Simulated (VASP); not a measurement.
Here is a VASP 6.6.1 calculation.

The input INCAR:

```
SYSTEM = Ti
ALGO = Normal ; EDIFF = 1E-6
ENCUT = 520 ; GGA = PE
ISIF = 2 ; ISMEAR = 0
LASPH = .True. ; LCHARG = .True.
LELF = .True. ; LREAL = .False.
LVHAR = .True. ; LWAVE = .False.
NBANDS = 12 ; NELM = 100
PREC = Accurate ; SIGMA = 0.019000000000000003
```

Contents of KPOINTS:

```
k-points
0
Gamma
  11 11 11
  0 0 0
```

The input POSCAR:

```
Ti
1.0
   -1.6410000000      1.6410000000      1.6410000000
    1.6410000000     -1.6410000000      1.6410000000
    1.6410000000      1.6410000000     -1.6410000000
Ti
1
Direct
    0.0000000000      0.0000000000      0.0000000000
```

Potentials or basis: VASP PAW PBE potentials, release 64 (Ti_sv).

The run is started by

```bash
$ cat potpaw_PBE.64/Ti_sv/POTCAR > POTCAR
$ mpirun -np 1 vasp_std > vasp.out
```

What does it give for the pressure?

-3.1 GPa.

Estimate the band gap on the k mesh.

zero (band 6 reaches 8.90 eV, above the bottom of band 7 at 7.33 eV).
